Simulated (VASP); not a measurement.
# SiP5 in VASP: notebook

SiP5 is run at these levels: PBE; tasks: single point.

Program: VASP 6.6.1. These are calculated values, not measurements. Logs are shortened: lines on timing, memory, paths and dates and some standing lists are left out, and cuts for length are marked.

## (1) The cell of the first run

Symmetry: P6/mmm, No. 191, hexagonal system. The conventional cell has a = 4.613 Å, b = 4.613 Å, c = 5.165 Å, α = 90.00°, β = 90.00°, γ = 120.00°. Within 3.4 Å of Si (site symmetry 6/mmm) lie 14 P at 2.58 to 3.04 Å. P (site symmetry 3m) has 7 P at 2.22 to 2.89 Å within 2.9 Å. P (site symmetry 6/mmm) has 2 Si at 2.58 Å and 12 P at 2.89 Å within 3.4 Å.

## (2) Single point, PBE

INCAR

```
PREC = Accurate
ENCUT = 500
EDIFF = 1E-6
ISMEAR = 0
SIGMA = 0.2
LREAL = F
LASPH = T
NELM = 120
ALGO = Normal
ISIF = 2
LWAVE = F
LCHARG = F
GGA = PE
NBANDS = 24
GGA_COMPAT = F
```

KPOINTS

```
Automatic mesh
0
Gamma
  4 4 3
```

POSCAR

```
SiP5
1.0
    4.6133932091      0.0000000000      0.0000000000
   -2.3066966046      3.9953157167      0.0000000000
    0.0000000000      0.0000000000      5.1645616966
Si P
1 5
Direct
    0.0000000000      0.0000000000      0.0000000000
    0.3333333333      0.6666666667      0.2851373731
    0.6666666667      0.3333333333      0.2851373731
    0.6666666667      0.3333333333      0.7148626269
    0.3333333333      0.6666666667      0.7148626269
    0.0000000000      0.0000000000      0.5000000000
```

Potentials or basis: VASP PAW PBE potentials, release 64 (Si, P).

Command:

```console
$ cat potpaw_PBE.64/Si/POTCAR potpaw_PBE.64/P/POTCAR > POTCAR
$ mpirun -np 1 vasp_std > vasp.out
```

OUTCAR:

```text
PREC = Accurate
   ENCUT = 500
   EDIFF = 1E-6
   ISMEAR = 0
   LREAL = F
   LASPH = T
   NELM = 120
   ISIF = 2
   GGA = PE

 ion  position               nearest neighbor table
   1  0.000  0.000  0.000-   6 2.58   6 2.58   4 3.04   5 3.04   2 3.04   3 3.04   3 3.04   4 3.04
                             2 3.04   5 3.04   3 3.04   4 3.04   2 3.04   5 3.04
   2  0.333  0.667  0.285-   5 2.22   3 2.66   3 2.66   3 2.66   6 2.89   6 2.89   6 2.89   5 2.95
                             1 3.04   1 3.04   1 3.04
   3  0.667  0.333  0.285-   4 2.22   2 2.66   2 2.66   2 2.66   6 2.89   6 2.89   6 2.89   4 2.95
                             1 3.04   1 3.04   1 3.04
   4  0.667  0.333  0.715-   3 2.22   5 2.66   5 2.66   5 2.66   6 2.89   6 2.89   6 2.89   3 2.95
                             1 3.04   1 3.04   1 3.04
   5  0.333  0.667  0.715-   2 2.22   4 2.66   4 2.66   4 2.66   6 2.89   6 2.89   6 2.89   2 2.95
                             1 3.04   1 3.04   1 3.04
   6  0.000  0.000  0.500-   1 2.58   1 2.58   3 2.89   4 2.89   5 2.89   2 2.89   3 2.89   4 2.89
                             2 2.89   5 2.89   3 2.89   4 2.89   2 2.89   5 2.89

  LATTYP: Found a hexagonal cell.
 ALAT       =     4.6133932091
 C/A-ratio  =     1.1194713874

  Lattice vectors:

 A1 = (   4.6133932091,   0.0000000000,   0.0000000000)
 A2 = (  -2.3066966046,   3.9953157167,   0.0000000000)
 A3 = (   0.0000000000,   0.0000000000,   5.1645616966)

Analysis of symmetry for initial positions (statically):
=====================================================================
 Subroutine PRICEL returns:
 Original cell was already a primitive cell.

 Routine SETGRP: Setting up the symmetry group for a
 hexagonal supercell.

 Subroutine GETGRP returns: Found 24 space group operations
 (whereof 24 operations were pure point group operations)
 out of a pool of 24 trial point group operations.

The static configuration has the point symmetry D_6h.

Analysis of symmetry for dynamics (positions and initial velocities):
=====================================================================
 Subroutine PRICEL returns:
 Original cell was already a primitive cell.

 Routine SETGRP: Setting up the symmetry group for a
 hexagonal supercell.

 Subroutine GETGRP returns: Found 24 space group operations
 (whereof 24 operations were pure point group operations)
 out of a pool of 24 trial point group operations.

The dynamic configuration has the point symmetry D_6h.

 Subroutine INISYM returns: Found 24 space group operations
 (whereof 24 operations are pure point group operations),
 and found     1 'primitive' translations

----------------------------------------------------------------------------------------

                                     Primitive cell

  volume of cell :      95.1930

  direct lattice vectors                    reciprocal lattice vectors
     4.613393209  0.000000000  0.000000000     0.216760192  0.125146555  0.000000000
    -2.306696605  3.995315717  0.000000000     0.000000000  0.250293111  0.000000000
     0.000000000  0.000000000  5.164561697     0.000000000  0.000000000  0.193627273

  length of vectors
     4.613393209  4.613393209  5.164561697     0.250293111  0.250293111  0.193627273

  position of ions in fractional coordinates (direct lattice)
     0.000000000  0.000000000  0.000000000
     0.333333333  0.666666667  0.285137373
     0.666666667  0.333333333  0.285137373
     0.666666667  0.333333333  0.714862627
     0.333333333  0.666666667  0.714862627
     0.000000000  0.000000000  0.500000000

  ion indices of the primitive-cell ions
   primitive index   ion index
                 1           1
                 2           2
                 3           3
                 4           4
                 5           5
                 6           6

----------------------------------------------------------------------------------------

 KPOINTS: Automatic mesh

Automatic generation of k-mesh.
 Grid dimensions read from file:
 generate k-points for:    4    4    3

 Generating k-lattice:

  Cartesian coordinates                     Fractional coordinates (reciprocal lattice)
     0.054190048  0.031286639  0.000000000     0.250000000  0.000000000  0.000000000
     0.000000000  0.062573278  0.000000000     0.000000000  0.250000000  0.000000000
     0.000000000  0.000000000  0.064542424     0.000000000  0.000000000  0.333333333

  Length of vectors
     0.062573278  0.062573278  0.064542424

  Shift w.r.t. Gamma in fractional coordinates (k-lattice)
     0.000000000  0.000000000  0.000000000

 Subroutine IBZKPT returns following result:
 ===========================================

 Found      8 irreducible k-points:

 Following reciprocal coordinates:
            Coordinates               Weight
  0.000000  0.000000  0.000000      1.000000
  0.250000  0.000000  0.000000      6.000000
  0.500000  0.000000  0.000000      3.000000
  0.250000  0.250000  0.000000      6.000000
  0.000000  0.000000  0.333333      2.000000
  0.250000  0.000000  0.333333     12.000000
  0.500000  0.000000  0.333333      6.000000
  0.250000  0.250000  0.333333     12.000000
   k-points           NKPTS =      8   k-points in BZ     NKDIM =      8   number of bands    NBANDS=     24
   number of dos      NEDOS =    301   number of ions     NIONS =      6
   total plane-waves  NPLWV =  51840
   dimension x,y,z NGX =    36 NGY =   36 NGZ =   40
   dimension x,y,z NGXF=    72 NGYF=   72 NGZF=   80
   ions per type =               1   5
   NGX,Y,Z   is equivalent  to a cutoff of  12.97, 12.97, 12.88 a.u.
   NGXF,Y,Z  is equivalent  to a cutoff of  25.95, 25.95, 25.75 a.u.
 SYSTEM =  unknown system
   PREC   = accura    normal or accurate (medium, high low for compatibility)
   ISTART =      0    job   : 0-new  1-cont  2-samecut
   ICHARG =      2    charge: 1-file 2-atom 10-const
   ISPIN  =      1    spin polarized calculation?
   LNONCOLLINEAR =      F non collinear calculations
   LSORBIT =      F    spin-orbit coupling
   LASPH  =      T    aspherical Exc in radial PAW
   ENCUT  =  500.0 eV  36.75 Ry    6.06 a.u.   8.41  8.41  9.42*2*pi/ulx,y,z
   NELM   =    120;   NELMIN=  2; NELMDL= -5     # of ELM steps
   EDIFF  = 0.1E-05   stopping-criterion for ELM
   LREAL  =      F    real-space projection
   EDIFFG = 0.1E-04   stopping-criterion for IOM
   NSW    =      0    number of steps for IOM
   IBRION =     -1    ionic relax: 0-MD 1-quasi-New 2-CG
   NFREE  =      0    steps in history (QN), initial steepest desc. (CG)
   ISIF   =      2    stress and relaxation
   ISYM   =      2    0-nonsym 1-usesym 2-fastsym
   POTIM  = 0.5000    time-step for ionic-motion
   TEBEG  =    0.0;   TEEND  =   0.0 temperature during run
   PSTRESS=    0.0 pullay stress
   NELECT =      29.0000    total number of electrons
   NUPDOWN=      -1.0000    fix difference up-down
   EMIN   =  10.00;   EMAX   =-10.00  energy-range for DOS
   EFERMI =   0.00;   METHOD = LEGACY
   ISMEAR =     0;   SIGMA  =   0.20  broadening in eV -4-tet -1-fermi 0-gaus
   EFERMI_NEDOS =   21; number of points for ismear=-14 and -15
   IALGO  =     38    algorithm
   IMIX   =      4    mixing-type and parameters
     AMIX     =   0.40;   BMIX     =  1.00
     AMIX_MAG =   1.60;   BMIX_MAG =  1.00
  volume/ion in A,a.u.               =      15.87       107.07
  Fermi-wavevector in a.u.,A,eV,Ry     =   1.101554  2.081635 16.509600  1.213421
  Thomas-Fermi vector in A             =   2.237983
   LORBIT       =      0    0 simple, 1 ext, 2 COOP (PROOUT), +10 PAW based schemes
   GGA     = PE    functional components
   LHFCALC =     F    Hartree Fock is set to
   AEXX    =    0.0000 exact exchange contribution
   IVDW    =     0    specifies the selected vdW correction
   LEPSILON=     F    determine dielectric tensor
   LRPA    =     F    only Hartree local field effects (RPA)
 non-spin polarized calculation
 Gauss-broadening in eV      SIGMA  =   0.20
  energy-cutoff  :      500.00
  volume of cell :       95.19
 maximum number of plane-waves:      2461
 NGX is ok and might be reduce to    36
   NGX = 17   NGY = 17   NGZ = 19

 number of electron      28.9999998 magnetization

 Free energy of the ion-electron system (eV)
  ---------------------------------------------------
  ext. energy  EPLUGINS =         0.00000000
  ---------------------------------------------------
  free energy    TOTEN  =       -28.50781194 eV

  energy without entropy =      -28.45077244  energy(sigma->0) =      -28.47929219

 E-fermi :   8.5230     XC(G=0): -10.9738

 val. band max:        8.1966873330   @ k =   0.2500   0.0000   0.0000
 cond. band min:       8.5246770309   @ k =   0.2500   0.0000   0.3333
 fundamental gap:      0.3279896979
 Fermi energy:         8.5229913309

 k-point     1 :       0.0000    0.0000    0.0000
  band No.  band energies     occupation
      1      -7.0515      2.00000
      2      -2.1860      2.00000
      3      -1.2752      2.00000
      4      -0.1694      2.00000
      5       0.1005      2.00000
      6       2.9881      2.00000
[... 16 lines left out ...]
     23      14.3317      0.00000
     24      14.3317      0.00000

 k-point     2 :       0.2500    0.0000    0.0000
  band No.  band energies     occupation
      1      -6.5288      2.00000
      2      -2.6372      2.00000
      3      -1.6951      2.00000
      4      -1.2248      2.00000
      5       0.5660      2.00000
      6       1.6831      2.00000
[... 16 lines left out ...]
     23      13.6288      0.00000
     24      14.6062      0.00000

 k-point     3 :       0.5000    0.0000    0.0000
  band No.  band energies     occupation
      1      -5.2530      2.00000
      2      -4.6575      2.00000
      3      -1.7581      2.00000
      4      -0.6421      2.00000
      5       0.3858      2.00000
      6       1.1607      2.00000
[... 16 lines left out ...]
     23      14.9288      0.00000
     24      14.9917      0.00000

 k-point     4 :       0.2500    0.2500    0.0000
  band No.  band energies     occupation
      1      -5.5236      2.00000
      2      -3.8036      2.00000
      3      -2.8966      2.00000
      4      -0.7810      2.00000
      5       0.8462      2.00000
      6       1.5744      2.00000
[... 16 lines left out ...]
     23      14.9063      0.00000
     24      15.5466      0.00000

 k-point     5 :       0.0000    0.0000    0.3333
  band No.  band energies     occupation
      1      -6.7222      2.00000
      2      -3.8085      2.00000
      3      -1.0304      2.00000
      4       0.1099      2.00000
      5       2.3435      2.00000
      6       2.6172      2.00000
[... 16 lines left out ...]
     23      14.1114      0.00000
     24      14.1636      0.00000

 k-point     6 :       0.2500    0.0000    0.3333
  band No.  band energies     occupation
      1      -6.2032      2.00000
      2      -3.2871      2.00000
      3      -2.3537      2.00000
      4      -0.9522      2.00000
      5       0.7048      2.00000
      6       2.0315      2.00000
[... 16 lines left out ...]
     23      13.2108      0.00000
     24      13.5011      0.00000

 k-point     7 :       0.5000    0.0000    0.3333
  band No.  band energies     occupation
      1      -4.9446      2.00000
      2      -4.3368      2.00000
      3      -2.0433      2.00000
      4      -1.4847      2.00000
      5      -1.3454      2.00000
      6       1.5126      2.00000
[... 16 lines left out ...]
     23      13.0709      0.00000
     24      13.6448      0.00000

 k-point     8 :       0.2500    0.2500    0.3333
  band No.  band energies     occupation
      1      -5.2074      2.00000
      2      -3.5087      2.00000
      3      -2.5788      2.00000
      4      -2.2865      2.00000
      5      -0.5432      2.00000
      6       0.4854      2.00000
[... 16 lines left out ...]
     23      12.8435      0.00000
     24      13.5140      0.00000

------------------------ aborting loop because EDIFF is reached ----------------------------------------

  FORCE on cell =-STRESS in cart. coord.  units (eV):
  Direction    XX          YY          ZZ          XY          YZ          ZX
  --------------------------------------------------------------------------------------
  -------------------------------------------------------------------------------------
  Total       -0.1006817     -0.1006817     -0.2192722      0.0000000     -0.0000000      0.0000000
  in kB       -1.6945564     -1.6945564     -3.6905339      0.0000000     -0.0000000      0.0000000
  external PRESSURE =      -2.3598822 kB  Pullay stress =       0.0000000 kB

 VOLUME and BASIS-vectors are now :
 -----------------------------------------------------------------------------
  energy-cutoff  :      500.00
  volume of cell :       95.19
      direct lattice vectors                 reciprocal lattice vectors
     4.613393209  0.000000000  0.000000000     0.216760192  0.125146555  0.000000000
    -2.306696605  3.995315717  0.000000000     0.000000000  0.250293111  0.000000000
     0.000000000  0.000000000  5.164561697     0.000000000  0.000000000  0.193627273

 POSITION                                       TOTAL-FORCE (eV/Angst)
 -----------------------------------------------------------------------------------
      0.00000      0.00000      0.00000        -0.000000      0.000000      0.000000
     -0.00000      2.66354      1.47261        -0.000000      0.000000      0.059900
      2.30670      1.33177      1.47261         0.000000      0.000000      0.059900
      2.30670      1.33177      3.69195         0.000000      0.000000     -0.059900
     -0.00000      2.66354      3.69195        -0.000000     -0.000000     -0.059900
      0.00000      0.00000      2.58228        -0.000000      0.000000      0.000000
 -----------------------------------------------------------------------------------
    total drift:                               -0.000000      0.000000      0.000000

  FREE ENERGIE OF THE ION-ELECTRON SYSTEM (eV)
  ---------------------------------------------------
  free  energy   TOTEN  =       -28.5078119383 eV

  energy  without entropy=      -28.4507724439  energy(sigma->0) =      -28.47929219
```

Run time: 30 s. Hardware: 1 thread of Intel Xeon 8259CL, shared host; peak memory 0.21 GiB.

What came out:

```
Free energy   : -28.5078 eV
Pressure      : -0.2 GPa
Largest force : 0.060 eV/Å
```

Forces on the atoms (eV/Å):
```
Si   0.000  0.000  0.000
P    0.000  0.000  0.060
P    0.000  0.000  0.060
P    0.000  0.000 -0.060
P    0.000  0.000 -0.060
P    0.000  0.000  0.000
```

Stress tensor (GPa, compression positive):
```
-0.17  0.00  0.00
 0.00 -0.17  0.00
 0.00  0.00 -0.37
```

Caveat: the k points lie up to 0.41 Å⁻¹ apart.

## (3) Single point, PBE

This run uses another cell than the first one, of 15.92 Å³/atom, 1.003 times its volume.

INCAR

```
SYSTEM = SiP5
PREC = Accurate
ENCUT = 500
EDIFF = 1E-6
ISMEAR = 0
SIGMA = 0.2
LREAL = .False.
LASPH = .True.
NELM = 120
ALGO = Normal
ISIF = 2
LWAVE = .False.
LCHARG = .False.
GGA = PE
NBANDS = 24
GGA_COMPAT = .False.
```

KPOINTS

```
regular mesh
0
Gamma
  3 3 4
  0 0 0
```

POSCAR

```
SiP5
1.0
    4.7198225832      0.0000000024      0.0000000000
   -2.3599112937      4.0874862572      0.0000000000
    0.0000000000      0.0000000000      4.9506046117
Si P
1 5
Direct
    0.0000000000      0.0000000000      0.0000000000
    0.6666666667      0.3333333333      0.0000000000
    0.3333333333      0.6666666667      0.0000000000
    0.0000000000      0.5000000000      0.5000000000
    0.5000000000      0.0000000000      0.5000000000
    0.5000000000      0.5000000000      0.5000000000
```

Potentials or basis: VASP PAW PBE potentials, release 64 (Si, P).

Command:

```console
$ cat potpaw_PBE.64/Si/POTCAR potpaw_PBE.64/P/POTCAR > POTCAR
$ mpirun -np 1 vasp_std > vasp.out
```

OUTCAR:

```text
SYSTEM = SiP5
   PREC = Accurate
   ENCUT = 500
   EDIFF = 1E-6
   ISMEAR = 0
   LREAL = .False.
   LASPH = .True.
   NELM = 120
   ISIF = 2
   GGA = PE

 ion  position               nearest neighbor table
   1  0.000  0.000  0.000-   2 2.72   3 2.72   2 2.72   3 2.72   2 2.72   3 2.72
   2  0.667  0.333  0.000-   3 2.72   3 2.72   1 2.72   1 2.72   1 2.72   3 2.72   4 2.83   4 2.83
                             5 2.83   5 2.83   6 2.83   6 2.83
   3  0.333  0.667  0.000-   2 2.72   2 2.72   1 2.72   1 2.72   1 2.72   2 2.72   4 2.83   4 2.83
                             5 2.83   5 2.83   6 2.83   6 2.83
   4  0.000  0.500  0.500-   5 2.36   5 2.36   6 2.36   6 2.36   2 2.83   3 2.83   2 2.83   3 2.83

   5  0.500  0.000  0.500-   4 2.36   4 2.36   6 2.36   6 2.36   2 2.83   3 2.83   2 2.83   3 2.83

   6  0.500  0.500  0.500-   4 2.36   4 2.36   5 2.36   5 2.36   2 2.83   3 2.83   2 2.83   3 2.83

  LATTYP: Found a hexagonal cell.
 ALAT       =     4.7198225832
 C/A-ratio  =     1.0488963355

  Lattice vectors:

 A1 = (   4.7198225832,   0.0000000024,   0.0000000000)
 A2 = (  -2.3599112937,   4.0874862572,   0.0000000000)
[... 172 lines left out ...]
 cond. band min:       8.8429762207   @ k =   0.0000   0.0000   0.2500
 fundamental gap:      0.4299143885
 Fermi energy:         8.5438148359

 k-point     1 :       0.0000    0.0000    0.0000
  band No.  band energies     occupation
      1      -7.4531      2.00000
      2      -3.0944      2.00000
      3      -1.1301      2.00000
      4       0.3323      2.00000
      5       0.3323      2.00000
      6       0.6611      2.00000
[... 232 lines left out ...]
     23      13.5820      0.00000
     24      13.5820      0.00000

------------------------ aborting loop because EDIFF is reached ----------------------------------------

  FORCE on cell =-STRESS in cart. coord.  units (eV):
  Direction    XX          YY          ZZ          XY          YZ          ZX
  --------------------------------------------------------------------------------------
  -------------------------------------------------------------------------------------
  Total       -0.0599150     -0.0599150     -0.1436807      0.0000000     -0.0000000      0.0000000
  in kB       -1.0050920     -1.0050920     -2.4102876      0.0000000     -0.0000000      0.0000000
  external PRESSURE =      -1.4734905 kB  Pullay stress =       0.0000000 kB

 VOLUME and BASIS-vectors are now :
 -----------------------------------------------------------------------------
  energy-cutoff  :      500.00
  volume of cell :       95.51
      direct lattice vectors                 reciprocal lattice vectors
     4.719822583  0.000000002  0.000000000     0.211872371  0.122324570  0.000000000
    -2.359911294  4.087486257  0.000000000    -0.000000000  0.244649141  0.000000000
     0.000000000  0.000000000  4.950604612     0.000000000  0.000000000  0.201995530

 POSITION                                       TOTAL-FORCE (eV/Angst)
 -----------------------------------------------------------------------------------
      0.00000      0.00000      0.00000        -0.000000      0.000000     -0.000000
      2.35991      1.36250      0.00000        -0.000000      0.000000     -0.000000
     -0.00000      2.72499      0.00000         0.000000     -0.000000      0.000000
     -1.17996      2.04374      2.47530        -0.000000      0.000000     -0.000000
      2.35991      0.00000      2.47530        -0.000000      0.000000     -0.000000
      1.17996      2.04374      2.47530        -0.000000      0.000000     -0.000000
 -----------------------------------------------------------------------------------
    total drift:                                0.000000      0.000000      0.000000

  FREE ENERGIE OF THE ION-ELECTRON SYSTEM (eV)
  ---------------------------------------------------
  free  energy   TOTEN  =       -28.2098529622 eV

  energy  without entropy=      -28.1719062497  energy(sigma->0) =      -28.19087961
```

stdout:

```text
POSCAR found type information on POSCAR SiP
 POSCAR found :  2 types and       6 ions
 scaLAPACK will be used
 LDA part: xc-table for (Slater+PW92), standard interpolation
 POSCAR, INCAR and KPOINTS ok, starting setup
 FFT: planning ... GRIDC
 FFT: planning ... GRID_SOFT
 FFT: planning ... GRID
 WAVECAR not read
 entering main loop
```

Wall time 31 s (1 thread of Intel Xeon 8259CL, shared host); peak memory 0.2 GiB.

Results:

- Free energy: -28.2099 eV
- Pressure: -0.1 GPa

Caveat: the k points lie up to 0.51 Å⁻¹ apart.

(Continued in part 2 of 2.)
